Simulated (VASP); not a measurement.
Wanted: the native input for a VASP 6.6.1 run.

| Property | Result |
| --- | --- |
| Task | single point |
| Functional | LDA |
| Potentials or basis | VASP PAW LDA potentials, release 64 (Si) |
| Cutoff | 520 eV |
| k mesh | 12 × 12 × 12 |
| Occupations | gaussian, width 0.05 eV |
| Spin | no spin polarisation |
| Dipole correction | no |
| Further INCAR settings | ALGO = Normal; EDIFF = 1e-06; NBANDS = 11 |

The structure of Si lies in POSCAR:

```
Si
1.0
    0.0000000000      2.7009735863      2.7009735863
    2.7009735863      0.0000000000      2.7009735863
    2.7009735863      2.7009735863      0.0000000000
Si
2
Direct
    0.5000000000      0.5000000000      0.5000000000
    0.7500000000      0.7500000000      0.7500000000
```

The input as run:

INCAR

```
SYSTEM = Si
PREC = Accurate ; ENCUT = 520
EDIFF = 1E-6 ; ISMEAR = 0
SIGMA = 0.05 ; LREAL = .FALSE.
LASPH = .TRUE. ; NELM = 100
ALGO = Normal ; ISIF = 2
LWAVE = .FALSE. ; LCHARG = .FALSE.
GGA = CA ; NBANDS = 11
```

KPOINTS

```
regular mesh
0
G
  12 12 12
  0 0 0
```

Potentials or basis: VASP PAW LDA potentials, release 64 (Si).

Command:

```sh
$ cat potpaw_LDA.64/Si/POTCAR > POTCAR
$ mpirun -np 1 vasp_std > vasp.out
```

Results of the run:

```json
{
  "Pressure": "0.0 GPa",
  "Band gap on the k mesh": "0.44 eV, indirect (least direct gap 2.53 eV)"
}
```

It took 8.4 s on 1 thread of Intel(R) Xeon(R) 6975P-C (Granite Rapids) (shared host), peak memory 0.14 GiB.
